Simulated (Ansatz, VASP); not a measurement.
## ZnS: VASP beside Ansatz

```
CELL_PARAMETERS angstrom
0.00000 2.65056 2.70465
2.65056 0.00000 2.70465
2.65056 2.65056 0.00000
ATOMIC_POSITIONS crystal
Zn 0.00000 0.00000 0.00000
S 0.75000 0.75000 0.75000
```

Change from the starting cell: equal xx and yy strain of -2 %, crystal datasets.

Alike in both runs: task electric field gradients; functional PBE; k mesh 8 × 8 × 8; occupations fermi-dirac, width 0.01 eV; no spin polarisation.

|  | VASP | Ansatz |
| --- | --- | --- |
| version | VASP 6.6.1 | Ansatz 0.2.0 |
| potentials or method | VASP PAW PBE potentials, release 64 (Zn, S), cutoff 520 eV | all-electron PAW with datasets made for the crystal, scalar-relativistic |

Ansatz gave:

| Quantity | Value |
| --- | --- |
| gap on the k mesh at the Fermi level (eV) | 2.25 |
| pressure (GPa) | 4.7 |
| traceless stress, the component that is largest in VASP (GPa) | -0.55 |
| size of Vzz on the site where it differs most (V/Å²) | 3.9 |

Task: Estimate VASP's values.

Result: gap on the k mesh at the Fermi level (eV): 2.25; pressure (GPa): 4.9; traceless stress, the component that is largest in VASP (GPa): -0.54; size of Vzz on the site where it differs most (V/Å²): 3.7.

Ansatz ran all-electron here, and VASP with PAW potentials.
